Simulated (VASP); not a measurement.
Write the native input for VASP 6.6.1 that does the following.

| Quantity | Value |
| --- | --- |
| Task | single point |
| Functional | r2SCAN |
| Potentials or basis | VASP PAW PBE potentials, release 64 (Si, O) |
| Cutoff | 520 eV |
| k mesh | 6 × 6 × 4 |
| Occupations | gaussian, width 0.02 eV |
| Spin | no spin polarisation |
| Dipole correction | no |
| Further INCAR settings | ALGO = Normal; EDIFF = 1e-06; NBANDS = 34 |

The system is SiO2.

```
CELL_PARAMETERS angstrom
5.11478 0.00000 0.00000
-2.55739 4.42953 0.00000
0.00000 0.00000 5.58501
ATOMIC_POSITIONS crystal
Si 0.00000 0.50000 0.33333
Si 0.50000 0.50000 0.66667
Si 0.50000 0.00000 0.00000
O 0.57871 0.78936 0.83333
O 0.78936 0.57871 0.50000
O 0.78936 0.21064 0.16667
O 0.42129 0.21064 0.83333
O 0.21064 0.42129 0.50000
O 0.21064 0.78936 0.16667
```

These files were run (other wordings do the same):

POSCAR

```
SiO2
1.0
    5.1147774320      0.0000000000      0.0000000000
   -2.5573887160      4.4295271908      0.0000000000
    0.0000000000      0.0000000000      5.5850149581
Si O
3 6
Direct
    0.0000000000      0.5000000000      0.3333333333
    0.5000000000      0.5000000000      0.6666666667
    0.5000000000      0.0000000000      0.0000000000
    0.5787137121      0.7893568561      0.8333333333
    0.7893568561      0.5787137121      0.5000000000
    0.7893568561      0.2106431439      0.1666666667
    0.4212862879      0.2106431439      0.8333333333
    0.2106431439      0.4212862879      0.5000000000
    0.2106431439      0.7893568561      0.1666666667
```

INCAR.step1

```
ALGO = Normal
EDIFF = 1E-4
ENCUT = 520
GGA = PE
ISMEAR = 0
LASPH = True
LCHARG = False
LREAL = False
LWAVE = True
NBANDS = 34
NELM = 60
PREC = Accurate
SIGMA = 0.02
```

INCAR.step2

```
ALGO = Normal
EDIFF = 1E-6
ENCUT = 520
ISIF = 2
ISMEAR = 0
ISTART = 1
LASPH = True
LCHARG = False
LMIXTAU = True
LREAL = False
LWAVE = False
METAGGA = R2SCAN
NBANDS = 34
NELM = 60
PREC = Accurate
SIGMA = 0.02
```

KPOINTS

```
k-points
0
Gamma
  6 6 4
```

Potentials or basis: VASP PAW PBE potentials, release 64 (Si, O).

The run is started by

```bash
$ cat potpaw_PBE.64/Si/POTCAR potpaw_PBE.64/O/POTCAR > POTCAR
$ cp INCAR.step1 INCAR
$ mpirun -np 1 vasp_std > vasp.out
$ cp INCAR.step2 INCAR
$ mpirun -np 1 vasp_std > vasp.out
```

Results of the run:

| Quantity | Value |
| --- | --- |
| Pressure | -4.0 GPa |
| Largest force | 0.007 eV/Å |
| Band gap on the k mesh | 6.17 eV (least direct gap 6.38 eV) |

Caveat: the cell stands under tension; the PAW data sets were made with another functional, which shifts forces and pressure a little.

Run time: 2.2 min on 1 thread of Intel(R) Xeon(R) 6975P-C (Granite Rapids), with other jobs on the host, peak memory 0.29 GiB.
